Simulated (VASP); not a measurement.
# HgTe (F-43m) in VASP: notebook

Runs on HgTe. Level: PBEsol. Tasks: single point, relaxation of cell and atoms.

All numbers are computed with VASP 6.6.1; they aren't measurements. Logs are shortened: lines on timing, memory, paths and dates and some standing lists are left out, and cuts for length are marked.

## (1) The cell of the first run

Symmetry: F-43m, No. 216, cubic system. The conventional cell has a = 6.510 Å, b = 6.510 Å, c = 6.510 Å, α = 90.00°, β = 90.00°, γ = 90.00°. Hg (site symmetry -43m) has 4 Te at 2.82 Å within 3.7 Å. Te (site symmetry -43m) has 4 Hg at 2.82 Å within 3.7 Å.

## (2) Single point, PBEsol

INCAR

```
PREC = Accurate ; ENCUT = 520
EDIFF = 1E-7 ; ISMEAR = 0
SIGMA = 0.1 ; LREAL = F
LASPH = T ; NELM = 60
ALGO = Normal ; ISIF = 2
LWAVE = F ; LCHARG = T
GGA = PS ; LELF = T
LVHAR = T ; NBANDS = 16
```

KPOINTS

```
regular mesh
0
Gamma
  12 12 12
```

POSCAR

```
HgTe
1.0
    0.0000000000      3.2547728876      3.2547728876
    3.2547728876      0.0000000000      3.2547728876
    3.2547728876      3.2547728876      0.0000000000
Hg Te
1 1
Direct
    0.0000000000      0.0000000000      0.0000000000
    0.2500000000      0.2500000000      0.2500000000
```

Potentials or basis: VASP PAW PBE potentials, release 64 (Hg, Te).

On the command line:

```bash
$ cat potpaw_PBE.64/Hg/POTCAR potpaw_PBE.64/Te/POTCAR > POTCAR
$ mpirun -np 1 vasp_std > vasp.out
```

OUTCAR:

```text
PREC = Accurate
   ENCUT = 520
   EDIFF = 1E-7
   ISMEAR = 0
   LREAL = F
   LASPH = T
   NELM = 60
   ISIF = 2
   GGA = PS

 ion  position               nearest neighbor table
   1  0.000  0.000  0.000-   2 2.82   2 2.82   2 2.82   2 2.82
   2  0.250  0.250  0.250-   1 2.82   1 2.82   1 2.82   1 2.82

  LATTYP: Found a face centered cubic cell.
 ALAT       =     6.5095457752

  Lattice vectors:

 A1 = (   0.0000000000,   3.2547728876,   3.2547728876)
 A2 = (   3.2547728876,   0.0000000000,   3.2547728876)
 A3 = (   3.2547728876,   3.2547728876,   0.0000000000)

Analysis of symmetry for initial positions (statically):
=====================================================================
 Subroutine PRICEL returns:
 Original cell was already a primitive cell.

 Routine SETGRP: Setting up the symmetry group for a
 face centered cubic supercell.

 Subroutine GETGRP returns: Found 24 space group operations
 (whereof 24 operations were pure point group operations)
 out of a pool of 48 trial point group operations.

The static configuration has the point symmetry T_d .

Analysis of symmetry for dynamics (positions and initial velocities):
=====================================================================
 Subroutine PRICEL returns:
 Original cell was already a primitive cell.

 Routine SETGRP: Setting up the symmetry group for a
 face centered cubic supercell.

 Subroutine GETGRP returns: Found 24 space group operations
 (whereof 24 operations were pure point group operations)
 out of a pool of 48 trial point group operations.

The dynamic configuration has the point symmetry T_d .

 Subroutine INISYM returns: Found 24 space group operations
 (whereof 24 operations are pure point group operations),
 and found     1 'primitive' translations

----------------------------------------------------------------------------------------

                                     Primitive cell

  volume of cell :      68.9592

  direct lattice vectors                    reciprocal lattice vectors
     0.000000000  3.254772888  3.254772888    -0.153620550  0.153620550  0.153620550
     3.254772888  0.000000000  3.254772888     0.153620550 -0.153620550  0.153620550
     3.254772888  3.254772888  0.000000000     0.153620550  0.153620550 -0.153620550

  length of vectors
     4.602943960  4.602943960  4.602943960     0.266078597  0.266078597  0.266078597

  position of ions in fractional coordinates (direct lattice)
     0.000000000  0.000000000  0.000000000
     0.250000000  0.250000000  0.250000000

  ion indices of the primitive-cell ions
   primitive index   ion index
                 1           1
                 2           2

----------------------------------------------------------------------------------------

 KPOINTS: regular mesh

Automatic generation of k-mesh.
 Grid dimensions read from file:
 generate k-points for:   12   12   12

 Generating k-lattice:

  Cartesian coordinates                     Fractional coordinates (reciprocal lattice)
    -0.012801712  0.012801712  0.012801712     0.083333333  0.000000000  0.000000000
     0.012801712 -0.012801712  0.012801712     0.000000000  0.083333333  0.000000000
     0.012801712  0.012801712 -0.012801712     0.000000000  0.000000000  0.083333333

  Length of vectors
     0.022173216  0.022173216  0.022173216

  Shift w.r.t. Gamma in fractional coordinates (k-lattice)
     0.000000000  0.000000000  0.000000000

 Subroutine IBZKPT returns following result:
 ===========================================

 Found     72 irreducible k-points:

 Following reciprocal coordinates:
            Coordinates               Weight
  0.000000  0.000000  0.000000      1.000000
  0.083333  0.000000  0.000000      8.000000
  0.166667  0.000000  0.000000      8.000000
  0.250000  0.000000  0.000000      8.000000
  0.333333  0.000000  0.000000      8.000000
  0.416667  0.000000  0.000000      8.000000
[... 16 lines left out ...]
  0.500000  0.166667  0.000000     24.000000
 -0.416667  0.166667  0.000000     24.000000
 [... further k-points ...]
   k-points           NKPTS =     72   k-points in BZ     NKDIM =     72   number of bands    NBANDS=     16
   number of dos      NEDOS =    301   number of ions     NIONS =      2
   total plane-waves  NPLWV =  46656
   dimension x,y,z NGX =    36 NGY =   36 NGZ =   36
   dimension x,y,z NGXF=    72 NGYF=   72 NGZF=   72
   ions per type =               1   1
   NGX,Y,Z   is equivalent  to a cutoff of  13.00, 13.00, 13.00 a.u.
   NGXF,Y,Z  is equivalent  to a cutoff of  26.00, 26.00, 26.00 a.u.
 SYSTEM =  unknown system
   PREC   = accura    normal or accurate (medium, high low for compatibility)
   ISTART =      0    job   : 0-new  1-cont  2-samecut
   ICHARG =      2    charge: 1-file 2-atom 10-const
   ISPIN  =      1    spin polarized calculation?
   LNONCOLLINEAR =      F non collinear calculations
   LSORBIT =      F    spin-orbit coupling
   LASPH  =      T    aspherical Exc in radial PAW
   ENCUT  =  520.0 eV  38.22 Ry    6.18 a.u.   8.56  8.56  8.56*2*pi/ulx,y,z
   NELM   =     60;   NELMIN=  2; NELMDL= -5     # of ELM steps
   EDIFF  = 0.1E-06   stopping-criterion for ELM
   LREAL  =      F    real-space projection
   EDIFFG = 0.1E-05   stopping-criterion for IOM
   NSW    =      0    number of steps for IOM
   IBRION =     -1    ionic relax: 0-MD 1-quasi-New 2-CG
   NFREE  =      0    steps in history (QN), initial steepest desc. (CG)
   ISIF   =      2    stress and relaxation
   ISYM   =      2    0-nonsym 1-usesym 2-fastsym
   POTIM  = 0.5000    time-step for ionic-motion
   TEBEG  =    0.0;   TEEND  =   0.0 temperature during run
   PSTRESS=    0.0 pullay stress
   NELECT =      18.0000    total number of electrons
   NUPDOWN=      -1.0000    fix difference up-down
   EMIN   =  10.00;   EMAX   =-10.00  energy-range for DOS
   EFERMI =   0.00;   METHOD = LEGACY
   ISMEAR =     0;   SIGMA  =   0.10  broadening in eV -4-tet -1-fermi 0-gaus
   EFERMI_NEDOS =   21; number of points for ismear=-14 and -15
   IALGO  =     38    algorithm
   IMIX   =      4    mixing-type and parameters
     AMIX     =   0.40;   BMIX     =  1.00
     AMIX_MAG =   1.60;   BMIX_MAG =  1.00
  volume/ion in A,a.u.               =      34.48       232.68
  Fermi-wavevector in a.u.,A,eV,Ry     =   1.046249  1.977124 14.893435  1.094637
  Thomas-Fermi vector in A             =   2.181079
   LORBIT       =      0    0 simple, 1 ext, 2 COOP (PROOUT), +10 PAW based schemes
   GGA     = PS    functional components
   LHFCALC =     F    Hartree Fock is set to
   AEXX    =    0.0000 exact exchange contribution
   IVDW    =     0    specifies the selected vdW correction
   LEPSILON=     F    determine dielectric tensor
   LRPA    =     F    only Hartree local field effects (RPA)
 non-spin polarized calculation
 Gauss-broadening in eV      SIGMA  =   0.10
  energy-cutoff  :      520.00
  volume of cell :       68.96
 maximum number of plane-waves:      1880
 NGX is ok and might be reduce to    36
   NGX = 17   NGY = 17   NGZ = 17

 number of electron      18.0000002 magnetization

 Free energy of the ion-electron system (eV)
  ---------------------------------------------------
  ext. energy  EPLUGINS =         0.00000000
  ---------------------------------------------------
  free energy    TOTEN  =        -4.37732189 eV

  energy without entropy =       -4.37716565  energy(sigma->0) =       -4.37724377

 E-fermi :   2.7951     XC(G=0):  -8.8416

 val. band max:        2.7312422691   @ k =   0.0000   0.0000   0.0000
 cond. band min:       3.1211982139   @ k =   0.0833   0.0000   0.0000
 fundamental gap:      0.3899559448
 Fermi energy:         2.7951346016

 k-point     1 :       0.0000    0.0000    0.0000
  band No.  band energies     occupation
      1      -9.1426      2.00000
      2      -4.4920      2.00000
      3      -4.4920      2.00000
      4      -4.4920      2.00000
      5      -3.9814      2.00000
      6      -3.9814      2.00000
[... 8 lines left out ...]
     15      12.2385      0.00000
     16      12.2385      0.00000

 k-point     2 :       0.0833    0.0000    0.0000
  band No.  band energies     occupation
      1      -9.1089      2.00000
      2      -4.4825      2.00000
      3      -4.4825      2.00000
      4      -4.4806      2.00000
      5      -3.9825      2.00000
      6      -3.9825      2.00000
[... 8 lines left out ...]
     15      11.6661      0.00000
     16      11.6661      0.00000

 k-point     3 :       0.1667    0.0000    0.0000
  band No.  band energies     occupation
      1      -9.0143      2.00000
      2      -4.4572      2.00000
      3      -4.4572      2.00000
      4      -4.4376      2.00000
      5      -3.9841      2.00000
      6      -3.9841      2.00000
[... 8 lines left out ...]
     15      11.2368      0.00000
     16      11.2368      0.00000

 k-point     4 :       0.2500    0.0000    0.0000
  band No.  band energies     occupation
      1      -8.8799      2.00000
      2      -4.4252      2.00000
      3      -4.4252      2.00000
      4      -4.3398      2.00000
      5      -3.9825      2.00000
      6      -3.9825      2.00000
[... 8 lines left out ...]
     15      11.1776      0.00000
     16      11.1776      0.00000

 k-point     5 :       0.3333    0.0000    0.0000
  band No.  band energies     occupation
      1      -8.7388      2.00000
      2      -4.3969      2.00000
      3      -4.3969      2.00000
      4      -4.1581      2.00000
      5      -3.9754      2.00000
      6      -3.9754      2.00000
[... 8 lines left out ...]
     15      11.5416      0.00000
     16      11.5416      0.00000

 k-point     6 :       0.4167    0.0000    0.0000
  band No.  band energies     occupation
      1      -8.6311      2.00000
      2      -4.3792      2.00000
      3      -4.3792      2.00000
      4      -3.9660      2.00000
      5      -3.9660      2.00000
      6      -3.8884      2.00000
[... 8 lines left out ...]
     15      12.2129      0.00000
     16      12.2129      0.00000

 k-point     7 :       0.5000    0.0000    0.0000
  band No.  band energies     occupation
      1      -8.5908      2.00000
      2      -4.3735      2.00000
      3      -4.3735      2.00000
      4      -3.9615      2.00000
      5      -3.9615      2.00000
      6      -3.6941      2.00000
[... 8 lines left out ...]
     15      12.7039      0.00000
     16      12.7039      0.00000

 k-point     8 :       0.0833    0.0833    0.0000
  band No.  band energies     occupation
      1      -9.0975      2.00000
      2      -4.4879      2.00000
      3      -4.4737      2.00000
      4      -4.4737      2.00000
      5      -3.9884      2.00000
      6      -3.9774      2.00000
[... 8 lines left out ...]
     15      11.0353      0.00000
     16      12.2743      0.00000

 k-point     9 :       0.1667    0.0833    0.0000
  band No.  band energies     occupation
      1      -9.0231      2.00000
      2      -4.4718      2.00000
      3      -4.4484      2.00000
      4      -4.4430      2.00000
      5      -3.9946      2.00000
      6      -3.9742      2.00000
[... 8 lines left out ...]
     15      10.6659      0.00000
     16      11.8992      0.00000
[... 172 lines left out ...]
 k-point    19 :       0.1667    0.1667    0.0000
  band No.  band energies     occupation
      1      -8.9710      2.00000
      2      -4.4690      2.00000
      3      -4.4217      2.00000
      4      -4.4217      2.00000
      5      -4.0041      2.00000
      6      -3.9664      2.00000
[... 8 lines left out ...]
     15      11.0662      0.00000
     16      12.3796      0.00000

 k-point    20 :       0.2500    0.1667    0.0000
  band No.  band energies     occupation
      1      -8.8693      2.00000
      2      -4.4411      2.00000
      3      -4.3855      2.00000
      4      -4.3723      2.00000
      5      -4.0068      2.00000
      6      -3.9602      2.00000
[... 8 lines left out ...]
     15      11.7955      0.00000
     16      12.2720      0.00000

 k-point    21 :       0.3333    0.1667    0.0000
  band No.  band energies     occupation
      1      -8.7418      2.00000
      2      -4.4027      2.00000
      3      -4.3515      2.00000
      4      -4.2718      2.00000
      5      -3.9894      2.00000
      6      -3.9545      2.00000
[... 8 lines left out ...]
     15      11.9989      0.00000
     16      12.3783      0.00000

 k-point    22 :       0.4167    0.1667    0.0000
  band No.  band energies     occupation
      1      -8.6221      2.00000
      2      -4.3737      2.00000
      3      -4.3291      2.00000
      4      -4.1253      2.00000
      5      -3.9517      2.00000
      6      -3.9144      2.00000
[... 8 lines left out ...]
     15      12.0383      0.00000
     16      12.8011      0.00000

 k-point    23 :       0.5000    0.1667    0.0000
  band No.  band energies     occupation
      1      -8.5452      2.00000
      2      -4.3575      2.00000
      3      -4.3217      2.00000
      4      -4.0323      2.00000
      5      -3.9566      2.00000
      6      -3.7242      2.00000
[... 8 lines left out ...]
     15      12.2513      0.00000
     16      12.8290      0.00000

 k-point    24 :      -0.4167    0.1667    0.0000
  band No.  band energies     occupation
      1      -8.5352      2.00000
      2      -4.3514      2.00000
      3      -4.3287      2.00000
      4      -3.9979      2.00000
      5      -3.9710      2.00000
      6      -3.6758      2.00000
[... 8 lines left out ...]
     15      12.0028      0.00000
     16      12.1873      0.00000

 [... further k-points ...]

------------------------ aborting loop because EDIFF is reached ----------------------------------------

  FORCE on cell =-STRESS in cart. coord.  units (eV):
  Direction    XX          YY          ZZ          XY          YZ          ZX
  --------------------------------------------------------------------------------------
  -------------------------------------------------------------------------------------
  Total        0.0433128      0.0433128      0.0433128      0.0000000      0.0000000      0.0000000
  in kB        1.0063165      1.0063165      1.0063165      0.0000000      0.0000000      0.0000000
  external PRESSURE =       1.0063165 kB  Pullay stress =       0.0000000 kB

 VOLUME and BASIS-vectors are now :
 -----------------------------------------------------------------------------
  energy-cutoff  :      520.00
  volume of cell :       68.96
      direct lattice vectors                 reciprocal lattice vectors
     0.000000000  3.254772888  3.254772888    -0.153620550  0.153620550  0.153620550
     3.254772888  0.000000000  3.254772888     0.153620550 -0.153620550  0.153620550
     3.254772888  3.254772888  0.000000000     0.153620550  0.153620550 -0.153620550

 POSITION                                       TOTAL-FORCE (eV/Angst)
 -----------------------------------------------------------------------------------
      0.00000      0.00000      0.00000         0.000000      0.000000      0.000000
      1.62739      1.62739      1.62739        -0.000000     -0.000000     -0.000000
 -----------------------------------------------------------------------------------
    total drift:                               -0.000000     -0.000000     -0.000000

  FREE ENERGIE OF THE ION-ELECTRON SYSTEM (eV)
  ---------------------------------------------------
  free  energy   TOTEN  =        -4.3773218948 eV

  energy  without entropy=       -4.3771656494  energy(sigma->0) =       -4.37724377
```

It took 58 s on 1 thread of Intel Xeon Platinum 8259CL at 2.50GHz (Skylake/Cascade Lake), shared host; peak memory 0.25 GiB.

What came out:

- Free energy: -4.3773 eV
- Pressure: 0.1 GPa
- Band gap on the k mesh: zero (filled and empty bands touch)

Caveat: the PAW data sets were made with another functional, which shifts forces and pressure a little; spin-orbit coupling is left out, which moves the levels of the heavy elements.

## (3) Relaxation of cell and atoms, PBEsol

This run uses another cell than the first one, of 36.81 Å³/atom, 1.067 times its volume.

INCAR

```
PREC = Accurate
ENCUT = 600
EDIFF = 1E-7
ISMEAR = 0
SIGMA = 0.1
LREAL = F
LASPH = T
NELM = 100
ALGO = Normal
ISIF = 3
LWAVE = F
LCHARG = F
GGA = PS
IBRION = 2
NSW = 70
EDIFFG = -0.005
```

KPOINTS is that of step 2.

POSCAR

```
HgTe
1.0
    0.0000000000      3.3264077980      3.3264077980
    3.3264077980      0.0000000000      3.3264077980
    3.3264077980      3.3264077980      0.0000000000
Hg Te
1 1
Direct
    0.0000000000      0.0000000000      0.0000000000
    0.2500000000      0.2500000000      0.2500000000
```

Potentials or basis: VASP PAW PBE potentials, release 64 (Hg, Te).

On the command line:

```bash
$ cat potpaw_PBE.64/Hg/POTCAR potpaw_PBE.64/Te/POTCAR > POTCAR
$ mpirun -np 1 vasp_std > vasp.out
```

Run time: 3.9 min. Hardware: 1 thread of AMD EPYC 7R43 (Zen 3), shared host; peak memory 0.28 GiB.

Results (log left out):

```yaml
Free_energy: -4.3775 eV
Relaxed_volume: 34.59 Å³/atom
Relaxed_cell: a = 4.608 Å, b = 4.608 Å, c = 4.608 Å, α = 60.00°, β = 60.00°, γ = 60.00°
Space_group_after_relaxing_to_0.05_Å: F-43m (No. 216)
Energy_gained_by_relaxing: 16.4 meV/atom
Ionic_steps: 3
Pressure_after_relaxing: 0.0 GPa
Band_gap_on_the_k_mesh: zero (filled and empty bands touch)
```

The path:
| step | energy change (eV) | largest force (eV/Å) | pressure (GPa) | volume (Å³) |
| --- | --- | --- | --- | --- |
| 1 | 0.0000 | 0.0000 | -2.23 | 73.61 |
| 2 | -0.0313 | 0.0000 | 0.56 | 68.30 |
| 3 | -0.0328 | 0.0000 | 0.00 | 69.18 |

Final structure:
```
CELL_PARAMETERS angstrom
0.00000 3.25818 3.25818
3.25818 0.00000 3.25818
3.25818 3.25818 0.00000
ATOMIC_POSITIONS crystal
Hg 0.00000 0.00000 0.00000
Te 0.25000 0.25000 0.25000
```

Levels at points of the mesh, in eV from the Fermi level:
```csv
k point,band 5,band 6,band 7,band 8,band 9,band 10,band 11,band 12,band 13
"(0.00, 0.00, 0.00)",-6.76,-6.76,-0.93,-0.06,-0.06,-0.06,4.16,4.16,4.16
"(0.50, 0.00, 0.00)",-6.74,-6.48,-5.44,-1.01,-1.01,0.57,4.94,4.94,6.67
"(0.50, 0.50, 0.00)",-6.70,-6.34,-5.40,-2.26,-2.26,1.79,2.38,7.95,8.65
```

Caveat: the PAW data sets were made with another functional, which shifts forces and pressure a little; spin-orbit coupling is left out, which moves the levels of the heavy elements.
